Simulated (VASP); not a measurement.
Here is a VASP 6.6.1 calculation.

File INCAR:

```
  PREC = Accurate
  ENCUT = 520
  EDIFF = 1E-6
  ISMEAR = 0
  SIGMA = 0.02
  LREAL = False
  LASPH = True
  NELM = 80
  ALGO = Normal
  ISIF = 2
  LWAVE = False
  LCHARG = True
  GGA = PE
  LELF = True
  LVHAR = True
  NBANDS = 30
```

Contents of KPOINTS:

```
regular mesh
0
Gamma
  6 6 6
```

File POSCAR:

```
YAl3N4
1.0
    4.6318927395      0.0000000000      0.0000000000
    0.0000000000      4.6318927395      0.0000000000
    0.0000000000      0.0000000000      4.6318927395
Y Al N
1 3 4
Direct
    0.0000000000      0.0000000000      0.0000000000
    0.0000000000      0.5000000000      0.5000000000
    0.5000000000      0.0000000000      0.5000000000
    0.5000000000      0.5000000000      0.0000000000
    0.2721785284      0.2721785284      0.7278214716
    0.2721785284      0.7278214716      0.2721785284
    0.7278214716      0.2721785284      0.2721785284
    0.7278214716      0.7278214716      0.7278214716
```

Potentials or basis: VASP PAW PBE potentials, release 64 (Y_sv, Al, N).

Command:

```bash
$ cat potpaw_PBE.64/Y_sv/POTCAR potpaw_PBE.64/Al/POTCAR potpaw_PBE.64/N/POTCAR > POTCAR
$ mpirun -np 1 vasp_std > vasp.out
```

Task: Estimate the largest force.

Result: 0.005 eV/Å.

Task: Predict the pressure.

Result: -0.3 GPa.

Forces in eV/Å, atoms in the order of the input:
```
Y    0.000  0.000  0.000
Al   0.000  0.000  0.000
Al   0.000  0.000  0.000
Al   0.000  0.000  0.000
N   -0.003 -0.003  0.003
N   -0.003  0.003 -0.003
N    0.003 -0.003 -0.003
N    0.003  0.003  0.003
```
